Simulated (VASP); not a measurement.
# Au (P6/mmm) in VASP: further runs, part 2 of 2

VASP 6.6.1.

## Step 3: Single point, PBE (11.00 Å³/atom)

This run uses another cell than the first one, of 11.00 Å³/atom.

Contents of POSCAR:

```
Au
1.0
    4.0004048931      0.0000000000      0.0000000000
   -2.0002024466      3.4644522628      0.0000000000
    0.0000000000      0.0000000000      2.3818792081
Au
3
Direct
    0.0000000000      0.0000000000      0.0000000000
    0.3333333333      0.6666666667      0.5000000000
    0.6666666667      0.3333333333      0.5000000000
```

Contents of INCAR.step1:

```
SYSTEM = Au
ALGO = Normal
EDIFF = 1E-6
ENCUT = 520
GGA = PE
ISIF = 2
ISMEAR = -1
LASPH = .TRUE.
LCHARG = .TRUE.
LMAXMIX = 4
LREAL = .FALSE.
LWAVE = .FALSE.
NBANDS = 24
NELM = 100
PREC = Accurate
SIGMA = 0.08
```

Contents of KPOINTS.step1:

```
k-points
0
G
  9 9 12
  0 0 0
```

Contents of INCAR.step2:

```
SYSTEM = Au
ALGO = Normal
EDIFF = 1E-6
ENCUT = 520
GGA = PE
ICHARG = 11
ISIF = 2
ISMEAR = -5
LASPH = .TRUE.
LCHARG = .FALSE.
LMAXMIX = 4
LORBIT = 11
LREAL = .FALSE.
LWAVE = .FALSE.
NBANDS = 24
NEDOS = 1001
NELM = 100
PREC = Accurate
SIGMA = 0.08
```

Contents of KPOINTS.step2:

```
k-points
0
G
  14 14 18
  0 0 0
```

Potentials or basis: VASP PAW PBE potentials, release 64 (Au).

Command:

```bash
$ cat potpaw_PBE.64/Au/POTCAR > POTCAR
$ cp INCAR.step1 INCAR
$ cp KPOINTS.step1 KPOINTS
$ mpirun -np 1 vasp_std > vasp.out
$ cp INCAR.step2 INCAR
$ cp KPOINTS.step2 KPOINTS
$ mpirun -np 1 vasp_std > vasp.out
```

OUTCAR:

```text
SYSTEM = Au
   EDIFF = 1E-6
   ENCUT = 520
   GGA = PE
   ICHARG = 11
   ISIF = 2
   ISMEAR = -5
   LASPH = .TRUE.
   LORBIT = 11
   LREAL = .FALSE.
   NELM = 100
   PREC = Accurate

 ion  position               nearest neighbor table
   1  0.000  0.000  0.000-   2 2.60   3 2.60   2 2.60   3 2.60   2 2.60   2 2.60   3 2.60   3 2.60
                             3 2.60   3 2.60   2 2.60   2 2.60
   2  0.333  0.667  0.500-   3 2.31   3 2.31   3 2.31   1 2.60   1 2.60   1 2.60   1 2.60   1 2.60
                             1 2.60   3 3.32   3 3.32   3 3.32   3 3.32   3 3.32   3 3.32
   3  0.667  0.333  0.500-   2 2.31   2 2.31   2 2.31   1 2.60   1 2.60   1 2.60   1 2.60   1 2.60
                             1 2.60   2 3.32   2 3.32   2 3.32   2 3.32   2 3.32   2 3.32

  LATTYP: Found a hexagonal cell.
 ALAT       =     4.0004048931
 C/A-ratio  =     0.5954095327

  Lattice vectors:

 A1 = (   4.0004048931,   0.0000000000,   0.0000000000)
 A2 = (  -2.0002024466,   3.4644522628,   0.0000000000)
 A3 = (   0.0000000000,   0.0000000000,   2.3818792081)

Analysis of symmetry for initial positions (statically):
=====================================================================
 Subroutine PRICEL returns:
 Original cell was already a primitive cell.

 Routine SETGRP: Setting up the symmetry group for a
 hexagonal supercell.

 Subroutine GETGRP returns: Found 24 space group operations
 (whereof 24 operations were pure point group operations)
 out of a pool of 24 trial point group operations.

The static configuration has the point symmetry D_6h.

Analysis of symmetry for dynamics (positions and initial velocities):
=====================================================================
 Subroutine PRICEL returns:
 Original cell was already a primitive cell.

 Routine SETGRP: Setting up the symmetry group for a
 hexagonal supercell.

 Subroutine GETGRP returns: Found 24 space group operations
 (whereof 24 operations were pure point group operations)
 out of a pool of 24 trial point group operations.
[... 126 lines left out ...]
  volume/ion in A,a.u.               =      11.00        74.26
  Fermi-wavevector in a.u.,A,eV,Ry     =   1.636917  3.093325 36.456784  2.679498
  Thomas-Fermi vector in A             =   2.728144
   LORBIT       =     11    0 simple, 1 ext, 2 COOP (PROOUT), +10 PAW based schemes
   GGA     = PE    functional components
   LHFCALC =     F    Hartree Fock is set to
   AEXX    =    0.0000 exact exchange contribution
   IVDW    =     0    specifies the selected vdW correction
   LEPSILON=     F    determine dielectric tensor
   LRPA    =     F    only Hartree local field effects (RPA)
 non-spin polarized calculation
 Fermi weights with tetrahedron method with Bloechl corrections
  energy-cutoff  :      520.00
  volume of cell :       33.01
 maximum number of plane-waves:       927
 NGX is ok and might be reduce to    30

 number of electron      32.9999999 magnetization

 Free energy of the ion-electron system (eV)
  ---------------------------------------------------
  ext. energy  EPLUGINS =         0.00000000
  ---------------------------------------------------
  free energy    TOTEN  =         1.94450433 eV

  energy without entropy =        1.94450433  energy(sigma->0) =        1.94450433

 E-fermi :  19.0757     XC(G=0): -15.4653

 val. band max:       19.2202218867   @ k =   0.2143   0.0714   0.5000
 cond. band min:      19.0800991435   @ k =   0.3571   0.2857   0.3333
 fundamental gap:     -0.1401227432
 Fermi energy:        19.0757380139

 k-point     1 :       0.0000    0.0000    0.0000
  band No.  band energies     occupation
      1       3.3485      2.00000
      2       6.5140      2.00000
      3       9.2046      2.00000
      4       9.9432      2.00000
      5      10.0897      2.00000
      6      10.0898      2.00000
[... 637 lines left out ...]
     23      33.0838      0.00000
     24      35.1549      0.00000

 [... further k-points ...]
[... 5 lines left out ...]
  --------------------------------------------------------------------------------------
  -------------------------------------------------------------------------------------
  Total       58.8709003     58.8709003     59.1366668     -0.0000000      0.0000000      0.0000000
  in kB     2857.2812742   2857.2812741   2870.1801729     -0.0000000      0.0000000      0.0000000
  external PRESSURE =    2861.5809071 kB  Pullay stress =       0.0000000 kB

 VOLUME and BASIS-vectors are now :
 -----------------------------------------------------------------------------
  energy-cutoff  :      520.00
  volume of cell :       33.01
      direct lattice vectors                 reciprocal lattice vectors
     4.000404893  0.000000000  0.000000000     0.249974697  0.144322958  0.000000000
    -2.000202447  3.464452263  0.000000000     0.000000000  0.288645917  0.000000000
     0.000000000  0.000000000  2.381879208     0.000000000  0.000000000  0.419836571

 POSITION                                       TOTAL-FORCE (eV/Angst)
 -----------------------------------------------------------------------------------
      0.00000      0.00000      0.00000        -0.000000      0.000000      0.000000
     -0.00000      2.30963      1.19094        -0.000000      0.000000     -0.000000
      2.00020      1.15482      1.19094         0.000000      0.000000      0.000000
 -----------------------------------------------------------------------------------
    total drift:                               -0.000000      0.000000     -0.000000

  FREE ENERGIE OF THE ION-ELECTRON SYSTEM (eV)
  ---------------------------------------------------
  free  energy   TOTEN  =         1.9445043291 eV

  energy  without entropy=        1.9445043291  energy(sigma->0) =        1.94450433

 total charge

# of ion       s       p       d       tot
------------------------------------------
    1        0.732   0.849   9.049  10.630
    2        0.802   0.926   9.093  10.822
    3        0.802   0.926   9.093  10.822
--------------------------------------------------
tot          2.336   2.701  27.236  32.274
```

OUTCAR.step1:

```text
SYSTEM = Au
   EDIFF = 1E-6
   ENCUT = 520
   GGA = PE
   ISIF = 2
   ISMEAR = -1
   LASPH = .TRUE.
[... 876 lines left out ...]
      0.00000      0.00000      0.00000         0.000000      0.000000      0.000000
     -0.00000      2.30963      1.19094        -0.000000      0.000000      0.000000
      2.00020      1.15482      1.19094         0.000000     -0.000000     -0.000000
 -----------------------------------------------------------------------------------
    total drift:                               -0.000000      0.000000      0.000000

  FREE ENERGIE OF THE ION-ELECTRON SYSTEM (eV)
  ---------------------------------------------------
  free  energy   TOTEN  =         1.9238327700 eV

  energy  without entropy=        1.9340479400  energy(sigma->0) =        1.92894035
```

OSZICAR.step1:

```text
N       E                     dE             d eps       ncg     rms          rms(c)
DAV:   1     0.240979694317E+03    0.24098E+03   -0.17242E+04  4096   0.138E+03
DAV:   2     0.579466900523E+01   -0.23519E+03   -0.22363E+03  4576   0.345E+02
DAV:   3     0.118561144596E+01   -0.46091E+01   -0.45917E+01  4880   0.506E+01
DAV:   4     0.116608686824E+01   -0.19525E-01   -0.19523E-01  4816   0.343E+00
DAV:   5     0.116593913443E+01   -0.14773E-03   -0.14773E-03  4880   0.307E-01    0.643E+01
DAV:   6     0.168833850173E+01    0.52240E+00   -0.26319E-01  4608   0.497E+00    0.381E+01
DAV:   7     0.191625008052E+01    0.22791E+00   -0.20782E-01  4184   0.434E+00    0.147E+00
DAV:   8     0.192367645572E+01    0.74264E-02   -0.21074E-02  4656   0.133E+00    0.213E-01
DAV:   9     0.192385205361E+01    0.17560E-03   -0.12410E-03  5120   0.334E-01    0.549E-02
DAV:  10     0.192383665452E+01   -0.15399E-04   -0.16728E-05  4712   0.360E-02    0.244E-02
DAV:  11     0.192383284082E+01   -0.38137E-05   -0.94150E-07  3720   0.796E-03    0.245E-03
DAV:  12     0.192383277001E+01   -0.70810E-07   -0.11282E-07  2872   0.231E-03
   1 F= 0.19238328E+01 E0= 0.19289404E+01  d E =-.102152E-01
```

Wall time 3.3 min (1 thread of Intel Xeon 8259CL, shared host); peak memory 0.26 GiB.

Results:

- Valence electrons inside the program's atomic spheres: Au 10.63, 10.82 (each value once)

Caveat: spin-orbit coupling is left out, which moves the levels of the heavy elements; tetrahedron occupations give inexact forces and stress in metals.

## Step 4: Single point, PBE (16.51 Å³/atom)

This run uses another cell than the first one, of 16.51 Å³/atom.

Contents of POSCAR:

```
Au
1.0
    4.5880111394      0.0000000000      0.0000000000
   -2.2940055697      3.9733341996      0.0000000000
    0.0000000000      0.0000000000      2.7162514098
Au
3
Direct
    0.0000000000      0.0000000000      0.0000000000
    0.3333333333      0.6666666667      0.5000000000
    0.6666666667      0.3333333333      0.5000000000
```

Contents of INCAR.step1:

```
PREC = Accurate
ENCUT = 520
EDIFF = 1E-6
ISMEAR = -1
SIGMA = 0.08
LREAL = F
LASPH = T
NELM = 60
ALGO = Normal
ISIF = 2
LWAVE = F
LCHARG = T
LMAXMIX = 4
GGA = PE
NBANDS = 24
```

Contents of KPOINTS.step1:

```
regular mesh
0
Gamma
  9 9 12
```

Contents of INCAR.step2:

```
PREC = Accurate
ENCUT = 520
EDIFF = 1E-6
ISMEAR = -5
SIGMA = 0.08
LREAL = F
LASPH = T
NELM = 60
ALGO = Normal
ISIF = 2
LWAVE = F
LCHARG = F
LMAXMIX = 4
GGA = PE
LORBIT = 10
NBANDS = 24
NEDOS = 1001
ICHARG = 11
```

Contents of KPOINTS.step2:

```
regular mesh
0
Gamma
  14 14 18
```

Command:

```bash
$ cat potpaw_PBE.64/Au/POTCAR > POTCAR
$ cp INCAR.step1 INCAR
$ cp KPOINTS.step1 KPOINTS
$ mpirun -np 1 vasp_std > vasp.out
$ cp INCAR.step2 INCAR
$ cp KPOINTS.step2 KPOINTS
$ mpirun -np 1 vasp_std > vasp.out
```

Wall time 2.3 min (1 thread of Intel Xeon Platinum 8488C (Sapphire Rapids), shared host); peak memory 0.32 GiB.

It converged, with:

* Valence electrons inside the program's atomic spheres: Au 9.68, 9.76 (each value once)

Levels at points of the mesh, in eV from the Fermi level:
```csv
k point,band 12,band 13,band 14,band 15,band 16,band 17,band 18,band 19,band 20,band 21
"(0.00, 0.00, 0.00)",-3.57,-3.54,-3.54,-1.84,-1.84,3.02,3.91,5.37,5.37,5.38
"(0.50, 0.00, 0.00)",-2.84,-2.36,-2.33,-2.29,-2.15,-1.79,-0.90,3.49,11.49,11.60
"(0.00, 0.00, 0.50)",-2.62,-2.22,-2.22,-1.06,0.22,0.76,6.58,6.99,7.41,7.41
"(0.50, 0.00, 0.50)",-2.68,-2.51,-2.00,-1.45,0.78,0.88,3.34,3.50,5.87,7.10
```

Caveat: spin-orbit coupling is left out, which moves the levels of the heavy elements; tetrahedron occupations give inexact forces and stress in metals.
